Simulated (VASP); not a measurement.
# GaSb (zinc blende type) (F-43m) in VASP: further runs

Runs on GaSb (zinc blende type). Level: HSE06. Tasks: single point.

All numbers are computed with VASP 6.6.1; they aren't measurements. Logs are shortened: lines on timing, memory, paths and dates and some standing lists are left out, and cuts for length are marked.

## (1) The cell of the first run

The structure is cubic, space group F-43m (No. 216). The conventional cell has a = 6.178 Å, b = 6.178 Å, c = 6.178 Å, α = 90.00°, β = 90.00°, γ = 90.00°. Within 3.5 Å of Ga (site symmetry -43m) lie 4 Sb at 2.68 Å. Sb (site symmetry -43m) has 4 Ga at 2.68 Å within 3.5 Å.

## (2) Single point, HSE06

Input file POSCAR:

```
GaSb
1.0
    0.0000000000      3.0891268879      3.0891268879
    3.0891268879      0.0000000000      3.0891268879
    3.0891268879      3.0891268879      0.0000000000
Ga Sb
1 1
Direct
    0.0000000000      0.0000000000      0.0000000000
    0.2500000000      0.2500000000      0.2500000000
```

Input file INCAR.step1:

```
ALGO = Normal ; EDIFF = 1E-5
ENCUT = 520 ; GGA = PE
ISIF = 2 ; ISMEAR = -1
LASPH = T ; LCHARG = F
LREAL = F ; LWAVE = T
NBANDS = 16 ; NELM = 100
PREC = Accurate ; SIGMA = 0.1
```

Input file INCAR.step2:

```
ALGO = Normal ; EDIFF = 1E-6
ENCUT = 520 ; GGA = PE
HFSCREEN = 0.2079 ; ISIF = 2
ISMEAR = -1 ; ISTART = 1
LASPH = T ; LCHARG = F
LHFCALC = T ; LREAL = F
LWAVE = F ; NBANDS = 16
NELM = 100 ; PREC = Accurate
PRECFOCK = Normal ; SIGMA = 0.1
```

Input file KPOINTS:

```
k-points
0
Gamma
  4 4 4
```

Potentials or basis: VASP PAW PBE potentials, release 64 (Ga_d, Sb).

The run is started by

```sh
$ cat potpaw_PBE.64/Ga_d/POTCAR potpaw_PBE.64/Sb/POTCAR > POTCAR
$ cp INCAR.step1 INCAR
$ mpirun -np 1 vasp_std > vasp.out
$ cp INCAR.step2 INCAR
$ mpirun -np 1 vasp_std > vasp.out
```

OUTCAR:

```text
EDIFF = 1E-6
   ENCUT = 520
   GGA = PE
   HFSCREEN = 0.2079
   ISIF = 2
   ISMEAR = -1
   ISTART = 1
   LASPH = T
   LHFCALC = T
   LREAL = F
   NELM = 100
   PREC = Accurate
   PRECFOCK = Normal

 ion  position               nearest neighbor table
   1  0.000  0.000  0.000-   2 2.68   2 2.68   2 2.68   2 2.68
   2  0.250  0.250  0.250-   1 2.68   1 2.68   1 2.68   1 2.68

  LATTYP: Found a face centered cubic cell.
 ALAT       =     6.1782537758

  Lattice vectors:

 A1 = (   0.0000000000,   3.0891268879,   3.0891268879)
 A2 = (   3.0891268879,   0.0000000000,   3.0891268879)
 A3 = (   3.0891268879,   3.0891268879,   0.0000000000)

Analysis of symmetry for initial positions (statically):
=====================================================================
 Subroutine PRICEL returns:
 Original cell was already a primitive cell.

 Routine SETGRP: Setting up the symmetry group for a
 face centered cubic supercell.

 Subroutine GETGRP returns: Found 24 space group operations
 (whereof 24 operations were pure point group operations)
 out of a pool of 48 trial point group operations.

The static configuration has the point symmetry T_d .

Analysis of symmetry for dynamics (positions and initial velocities):
=====================================================================
 Subroutine PRICEL returns:
 Original cell was already a primitive cell.

 Routine SETGRP: Setting up the symmetry group for a
 face centered cubic supercell.

 Subroutine GETGRP returns: Found 24 space group operations
 (whereof 24 operations were pure point group operations)
 out of a pool of 48 trial point group operations.

The dynamic configuration has the point symmetry T_d .

 Subroutine INISYM returns: Found 24 space group operations
 (whereof 24 operations are pure point group operations),
 and found     1 'primitive' translations

----------------------------------------------------------------------------------------

                                     Primitive cell

  volume of cell :      58.9573

  direct lattice vectors                    reciprocal lattice vectors
     0.000000000  3.089126888  3.089126888    -0.161858032  0.161858032  0.161858032
     3.089126888  0.000000000  3.089126888     0.161858032 -0.161858032  0.161858032
     3.089126888  3.089126888  0.000000000     0.161858032  0.161858032 -0.161858032

  length of vectors
     4.368685141  4.368685141  4.368685141     0.280346336  0.280346336  0.280346336

  position of ions in fractional coordinates (direct lattice)
     0.000000000  0.000000000  0.000000000
     0.250000000  0.250000000  0.250000000

  ion indices of the primitive-cell ions
   primitive index   ion index
                 1           1
                 2           2

----------------------------------------------------------------------------------------

 KPOINTS: k-points

Automatic generation of k-mesh.
 Grid dimensions read from file:
 generate k-points for:    4    4    4

 Generating k-lattice:

  Cartesian coordinates                     Fractional coordinates (reciprocal lattice)
    -0.040464508  0.040464508  0.040464508     0.250000000  0.000000000  0.000000000
     0.040464508 -0.040464508  0.040464508     0.000000000  0.250000000  0.000000000
     0.040464508  0.040464508 -0.040464508     0.000000000  0.000000000  0.250000000

  Length of vectors
     0.070086584  0.070086584  0.070086584

  Shift w.r.t. Gamma in fractional coordinates (k-lattice)
     0.000000000  0.000000000  0.000000000

 Subroutine IBZKPT returns following result:
 ===========================================

 Found      8 irreducible k-points:

 Following reciprocal coordinates:
            Coordinates               Weight
  0.000000  0.000000  0.000000      1.000000
  0.250000  0.000000  0.000000      8.000000
  0.500000  0.000000  0.000000      4.000000
  0.250000  0.250000  0.000000      6.000000
  0.500000  0.250000  0.000000     24.000000
 -0.250000  0.250000  0.000000     12.000000
  0.500000  0.500000  0.000000      3.000000
 -0.250000  0.500000  0.250000      6.000000
   k-points           NKPTS =      8   k-points in BZ     NKDIM =     64   number of bands    NBANDS=     16
   number of dos      NEDOS =    301   number of ions     NIONS =      2
   total plane-waves  NPLWV =  32768
   dimension x,y,z NGX =    32 NGY =   32 NGZ =   32
   dimension x,y,z NGXF=    64 NGYF=   64 NGZF=   64
   ions per type =               1   1
   NGX,Y,Z   is equivalent  to a cutoff of  12.18, 12.18, 12.18 a.u.
   NGXF,Y,Z  is equivalent  to a cutoff of  24.35, 24.35, 24.35 a.u.
 SYSTEM =  unknown system
   PREC   = accura    normal or accurate (medium, high low for compatibility)
   ISTART =      1    job   : 0-new  1-cont  2-samecut
   ICHARG =      0    charge: 1-file 2-atom 10-const
   ISPIN  =      1    spin polarized calculation?
   LNONCOLLINEAR =      F non collinear calculations
   LSORBIT =      F    spin-orbit coupling
   LASPH  =      T    aspherical Exc in radial PAW
   ENCUT  =  520.0 eV  38.22 Ry    6.18 a.u.   8.12  8.12  8.12*2*pi/ulx,y,z
   NELM   =    100;   NELMIN=  2; NELMDL=  0     # of ELM steps
   EDIFF  = 0.1E-05   stopping-criterion for ELM
   LREAL  =      F    real-space projection
   EDIFFG = 0.1E-04   stopping-criterion for IOM
   NSW    =      0    number of steps for IOM
   IBRION =     -1    ionic relax: 0-MD 1-quasi-New 2-CG
   NFREE  =      0    steps in history (QN), initial steepest desc. (CG)
   ISIF   =      2    stress and relaxation
   ISYM   =      3    0-nonsym 1-usesym 2-fastsym
   POTIM  = 0.5000    time-step for ionic-motion
   TEBEG  =    0.0;   TEEND  =   0.0 temperature during run
   PSTRESS=    0.0 pullay stress
   NELECT =      18.0000    total number of electrons
   NUPDOWN=      -1.0000    fix difference up-down
   EMIN   =  10.00;   EMAX   =-10.00  energy-range for DOS
   EFERMI =   0.00;   METHOD = LEGACY
   ISMEAR =    -1;   SIGMA  =   0.10  broadening in eV -4-tet -1-fermi 0-gaus
   EFERMI_NEDOS =   21; number of points for ismear=-14 and -15
   IALGO  =     38    algorithm
   IMIX   =      1    mixing-type and parameters
     AMIX     =   0.40;   BMIX     =  1.00
     AMIX_MAG =   1.60;   BMIX_MAG =  1.00
  volume/ion in A,a.u.               =      29.48       198.93
  Fermi-wavevector in a.u.,A,eV,Ry     =   1.102351  2.083141 16.533498  1.215178
  Thomas-Fermi vector in A             =   2.238793
   LORBIT       =      0    0 simple, 1 ext, 2 COOP (PROOUT), +10 PAW based schemes
   GGA     = PE    functional components
   LHFCALC =     T    Hartree Fock is set to
   PRECFOCK=normal    Normal, Fast or Accurate (Low or Medium for compatibility)
   ENCUT4O =  -1.0   cutoff for four orbital integrals eV
   NKREDX  =     1    reduce k-point grid by
   NKREDY  =     1    reduce k-point grid by
   NKREDZ  =     1    reduce k-point grid by
   AEXX    =    0.2500 exact exchange contribution
   HFSCREEN=    0.2079 screening length (either q_TF or 0.3 A-1)
   HFSCREENC=   0.2079 screening length for correlation (either q_TF or 0.3 A-1)
   ENCUTFOCK=  -1.0 apply spherical cutoff to Coloumb kernel
   IVDW    =     0    specifies the selected vdW correction
   LEPSILON=     F    determine dielectric tensor
   LRPA    =     F    only Hartree local field effects (RPA)
 non-spin polarized calculation
  energy-cutoff  :      520.00
  volume of cell :       58.96
 maximum number of plane-waves:      1604
  NGX = 28; NGY = 28; NGZ = 28

 number of electron      18.0000005 magnetization

 Free energy of the ion-electron system (eV)
  ---------------------------------------------------
  ext. energy  EPLUGINS =         0.00000000
  ---------------------------------------------------
  free energy    TOTEN  =        -8.77653302 eV

  energy without entropy =       -8.77466620  energy(sigma->0) =       -8.77559961

 E-fermi :   4.5670     XC(G=0):  -7.4598

 val. band max:        4.1876440174   @ k =   0.0000   0.0000   0.0000
 cond. band min:       4.8425561322   @ k =   0.0000   0.0000   0.0000
 fundamental gap:      0.6549121147
 Fermi energy:         4.5669983376

 k-point     1 :       0.0000    0.0000    0.0000
  band No.  band energies     occupation
      1     -13.4397      2.00000
      2     -13.4397      2.00000
      3     -13.4397      2.00000
      4     -13.3923      2.00000
      5     -13.3923      2.00000
      6      -8.1282      2.00000
      7       4.1876      1.95596
      8       4.1876      1.95596
      9       4.1876      1.95596
     10       4.8426      0.11954
     11       7.6820      0.00000
     12       7.6820      0.00000
     13       7.6820      0.00000
     14      10.8436      0.00000
     15      13.5773      0.00000
     16      13.5773      0.00000

 k-point     2 :       0.2500    0.0000    0.0000
  band No.  band energies     occupation
      1     -13.4474      2.00000
      2     -13.4349      2.00000
      3     -13.4349      2.00000
      4     -13.3927      2.00000
      5     -13.3927      2.00000
      6      -7.4753      2.00000
      7       0.0097      2.00000
      8       3.4797      1.99996
      9       3.4797      1.99996
     10       5.6314      0.00005
     11       8.5670      0.00000
     12       8.5670      0.00000
     13      10.1531      0.00000
     14      12.2636      0.00000
     15      12.5754      0.00000
     16      12.5754      0.00000

 k-point     3 :       0.5000    0.0000    0.0000
  band No.  band energies     occupation
      1     -13.4552      2.00000
      2     -13.4307      2.00000
      3     -13.4307      2.00000
      4     -13.3924      2.00000
      5     -13.3924      2.00000
      6      -6.4064      2.00000
      7      -2.5406      2.00000
      8       2.9981      2.00000
      9       2.9981      2.00000
     10       5.2111      0.00319
     11       8.6751      0.00000
     12       8.6752      0.00000
     13      11.5229      0.00000
     14      14.4265      0.00000
     15      15.0398      0.00000
     16      15.0398      0.00000

 k-point     4 :       0.2500    0.2500    0.0000
  band No.  band energies     occupation
      1     -13.4550      2.00000
      2     -13.4299      2.00000
      3     -13.4299      2.00000
      4     -13.3962      2.00000
      5     -13.3907      2.00000
      6      -7.2407      2.00000
      7      -0.0279      2.00000
      8       2.4888      2.00000
      9       2.4888      2.00000
     10       6.0940      0.00000
     11       7.5963      0.00000
     12      10.4953      0.00000
     13      10.4953      0.00000
     14      11.4429      0.00000
     15      14.2047      0.00000
     16      14.4227      0.00000

 k-point     5 :       0.5000    0.2500    0.0000
  band No.  band energies     occupation
      1     -13.4612      2.00000
      2     -13.4261      2.00000
      3     -13.4250      2.00000
      4     -13.3967      2.00000
      5     -13.3910      2.00000
      6      -6.0814      2.00000
      7      -2.3330      2.00000
      8       1.0295      2.00000
      9       2.1347      2.00000
     10       6.4394      0.00000
     11       8.8857      0.00000
     12      10.1225      0.00000
     13      10.8395      0.00000
     14      14.1564      0.00000
     15      15.1744      0.00000
     16      15.5695      0.00000

 k-point     6 :      -0.2500    0.2500    0.0000
  band No.  band energies     occupation
      1     -13.4560      2.00000
      2     -13.4295      2.00000
      3     -13.4288      2.00000
      4     -13.3936      2.00000
      5     -13.3931      2.00000
      6      -6.5299      2.00000
      7      -1.6400      2.00000
      8       0.9165      2.00000
      9       2.9335      2.00000
     10       6.8654      0.00000
     11       9.5944      0.00000
     12       9.6378      0.00000
     13      10.0291      0.00000
     14      12.0083      0.00000
     15      13.7011      0.00000
     16      15.7101      0.00000

 k-point     7 :       0.5000    0.5000    0.0000
  band No.  band energies     occupation
      1     -13.4690      2.00000
      2     -13.4198      2.00000
      3     -13.4198      2.00000
      4     -13.4011      2.00000
      5     -13.3891      2.00000
      6      -5.5203      2.00000
      7      -3.0357      2.00000
      8       1.5155      2.00000
      9       1.5155      2.00000
     10       5.7292      0.00002
     11       6.0821      0.00000
     12      13.8911      0.00000
     13      13.8911      0.00000
     14      15.1852      0.00000
     15      16.0136      0.00000
     16      16.3408      0.00000

 k-point     8 :      -0.2500    0.5000    0.2500
  band No.  band energies     occupation
      1     -13.4635      2.00000
      2     -13.4260      2.00000
      3     -13.4208      2.00000
      4     -13.3970      2.00000
      5     -13.3919      2.00000
      6      -5.4778      2.00000
      7      -2.8908      2.00000
      8       0.7354      2.00000
      9       0.9835      2.00000
     10       8.6237      0.00000
     11       9.1848      0.00000
     12       9.4176      0.00000
     13       9.7008      0.00000
     14      15.0824      0.00000
     15      15.1546      0.00000
     16      16.5424      0.00000

------------------------ aborting loop because EDIFF is reached ----------------------------------------

  FORCE on cell =-STRESS in cart. coord.  units (eV):
  Direction    XX          YY          ZZ          XY          YZ          ZX
  --------------------------------------------------------------------------------------
  -------------------------------------------------------------------------------------
  Total       -0.4413750     -0.4413750     -0.4413750     -0.0000000      0.0000000      0.0000000
  in kB      -11.9944696    -11.9944696    -11.9944696     -0.0000000      0.0000000      0.0000000
  external PRESSURE =     -11.9944696 kB  Pullay stress =       0.0000000 kB

 VOLUME and BASIS-vectors are now :
 -----------------------------------------------------------------------------
  energy-cutoff  :      520.00
  volume of cell :       58.96
      direct lattice vectors                 reciprocal lattice vectors
     0.000000000  3.089126888  3.089126888    -0.161858032  0.161858032  0.161858032
     3.089126888  0.000000000  3.089126888     0.161858032 -0.161858032  0.161858032
     3.089126888  3.089126888  0.000000000     0.161858032  0.161858032 -0.161858032

 POSITION                                       TOTAL-FORCE (eV/Angst)
 -----------------------------------------------------------------------------------
      0.00000      0.00000      0.00000        -0.000000     -0.000000      0.000000
      1.54456      1.54456      1.54456         0.000000      0.000000     -0.000000
 -----------------------------------------------------------------------------------
    total drift:                                0.000005     -0.000033      0.000003

  FREE ENERGIE OF THE ION-ELECTRON SYSTEM (eV)
  ---------------------------------------------------
  free  energy   TOTEN  =        -8.7765330228 eV

  energy  without entropy=       -8.7746661950  energy(sigma->0) =       -8.77559961
```

Wall time 13 min (1 thread of Intel Xeon Platinum 8488C (Sapphire Rapids), shared host); peak memory 0.3 GiB.

Results:

| Item | Value |
| --- | --- |
| Free energy | -8.7765 eV |
| Pressure | -1.2 GPa |
| Band gap on the k mesh | 0.66 eV |

Levels at points of the mesh, in eV from the valence-band top:
```tsv
k point	band 7	band 8	band 9	band 10	band 11	band 12
(0.00, 0.00, 0.00)	0.00	0.00	0.00	0.66	3.49	3.49
(0.50, 0.00, 0.00)	-6.73	-1.19	-1.19	1.02	4.49	4.49
(0.50, 0.50, 0.00)	-7.22	-2.67	-2.67	1.54	1.89	9.70
```

Caveat: the k points lie up to 0.44 Å⁻¹ apart; the PAW data sets were made with another functional, which shifts forces and pressure a little; spin-orbit coupling is left out, which moves the levels of the heavy elements. A k mesh can miss the band edges.

(Continued in part 2 of 2.)
